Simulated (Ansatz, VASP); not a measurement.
## PtSe2 in VASP and in Ansatz

The input INCAR:

```
PREC = Accurate ; ENCUT = 520
EDIFF = 1E-7 ; ISMEAR = -1
SIGMA = 0.1 ; LREAL = F
LASPH = T ; NELM = 100
ALGO = Normal ; ISIF = 2
LWAVE = F ; LCHARG = F
GGA = PS ; NBANDS = 18
```

Contents of KPOINTS:

```
regular mesh
0
Gamma
  9 9 6
```

POSCAR

```
PtSe2
1.0
    3.7240000000      0.0000000000      0.0000000000
   -1.8620000000      3.2250800000      0.0000000000
    0.0000000000      0.0000000000      5.0620000000
Pt Se
1 2
Direct
    0.0000000000      0.0000000000      0.0000000000
    0.3333333333      0.6666666667      0.2500000000
    0.6666666667      0.3333333333      0.7500000000
```

Input for Ansatz:

```yaml
crystal:
  lattice:
    - [3.724, 0.0, 0.0]
    - [-1.862, 3.22508, 0.0]
    - [0.0, 0.0, 5.062]
  atoms:
    - { symbol: Pt, position: [0.0, 0.0, 0.0] }
    - { symbol: Se, position: [0.3333333333333333, 0.6666666666666666, 0.25] }
    - { symbol: Se, position: [0.6666666666666666, 0.3333333333333333, 0.75] }
kpoints:
  mp_grid:
    grid: [9, 9, 6]
hamiltonian:
  xc: pbesol
  pseudopotentials:
    kind: paw
scf:
  occupations:
    method: fermi_dirac
    width: 0.1
output:
  forces: true
  stress: true
  eigenvalues: true
```

Alike in both runs: task single point; functional PBEsol; k mesh 9 × 9 × 6; occupations fermi-dirac, width 0.1 eV; no spin polarisation.

```csv
,VASP,Ansatz
version,VASP 6.6.1,Ansatz 0.2.0
potentials or method,"VASP PAW PBE potentials, release 64 (Pt, Se)","plane waves, PAW"
plane-wave cutoff (eV),520,420
valence electrons in the cell,22,50
```

Ansatz gave:

| Quantity | Value |
| --- | --- |
| gap on the k mesh at the Fermi level (eV) | none |
| pressure (GPa) | 2.1 |
| traceless stress, the component that is largest in VASP (GPa) | -1.07 |
| rms of the force components (eV/Å) | 0.149 |

**Question.** Which values does VASP return?

**Answer.** gap on the k mesh at the Fermi level (eV): none; pressure (GPa): 2.2; traceless stress, the component that is largest in VASP (GPa): -1.10; rms of the force components (eV/Å): 0.157.

VASP's potentials were made for PBE, not for PBEsol. Atom by atom the forces differ by 0.007 eV/Å (rms over components). A gap of «none» marks a metal or a gap that the smearing closes. VASP's potentials hold 22 valence electrons a cell and Ansatz's 50, so a difference there can come from the potentials and not from the codes.

Neither program's run includes spin-orbit coupling.
